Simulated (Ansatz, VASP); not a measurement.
# MgS in VASP and in Ansatz

File INCAR:

```
PREC = Accurate ; ENCUT = 520
EDIFF = 1E-6 ; ISMEAR = -1
SIGMA = 0.01 ; LREAL = False
LASPH = True ; NELM = 80
ALGO = Normal ; ISIF = 2
LWAVE = False ; LCHARG = False
GGA = CA ; NBANDS = 11
```

Contents of KPOINTS:

```
regular mesh
0
Gamma
  8 8 8
```

Contents of POSCAR:

```
MgS
1.0
   -0.0260165000      2.5886417500      2.5886417500
    2.5886417500     -0.0260165000      2.5886417500
    2.5886417500      2.5886417500     -0.0260165000
Mg S
1 1
Direct
    0.0000000000      0.0000000000      0.0000000000
    0.5000000000      0.5000000000      0.5000000000
```

Input for Ansatz:

```yaml
crystal:
  lattice:
    - [-0.0260165, 2.58864175, 2.58864175]
    - [2.58864175, -0.0260165, 2.58864175]
    - [2.58864175, 2.58864175, -0.0260165]
  atoms:
    - { symbol: Mg, position: [0.0, 0.0, 0.0] }
    - { symbol: S, position: [0.5, 0.5, 0.5] }
kpoints:
  mp_grid: { grid: [8, 8, 8] }
  band_path:
    path:
      - [0.0, 0.0, 0.0]
      - [0.5, 0.5, 0.5]
      - [0.2525443832, 0.5, 0.7474556168]
      - [-0.2525443832, 0.2525443832, 0.5]
      - [0.0, 0.0, 0.5]
      - [0.0, 0.0, 0.0]
      - [-0.3762721916, 0.0, 0.3762721916]
      - [0.0, 0.3762721916, 0.6237278084]
      - [0.0, 0.5, 0.5]
    npoints: 5
scf:
  occupations: { method: fermi_dirac, width: 0.01 }
hamiltonian:
  xc: lda
  pseudopotentials: { kind: all_electron, lapw: { basis_error: 0.00025 } }
output:
  forces: true
  stress: true
  eigenvalues: true
```

Change from the starting cell: equal xy, yz and zx shear strains of -1 %.

Alike in both runs: task single point; functional LDA; k mesh 8 × 8 × 8; occupations fermi-dirac, width 0.01 eV; no spin polarisation.

|  | VASP | Ansatz |
| --- | --- | --- |
| version | VASP 6.6.1 | Ansatz 0.2.0 |
| potentials or method | VASP PAW LDA potentials, release 64 (Mg, S), cutoff 520 eV | all-electron LAPW, scalar-relativistic |

|  | VASP | Ansatz | Ansatz less VASP |
| --- | --- | --- | --- |
| gap on the k mesh at the Fermi level (eV) | 2.46 | 2.47 | +0.004 |
| pressure (GPa) | -3.8 | -3.2 | +0.60 |
| traceless stress, the component that is largest in VASP (GPa) | 0.54 | 0.54 | +0.001 |

LDA's correlation is that of Perdew and Zunger in VASP and of Perdew and Wang (1992) in Ansatz. Ansatz ran all-electron here, and VASP with PAW potentials.
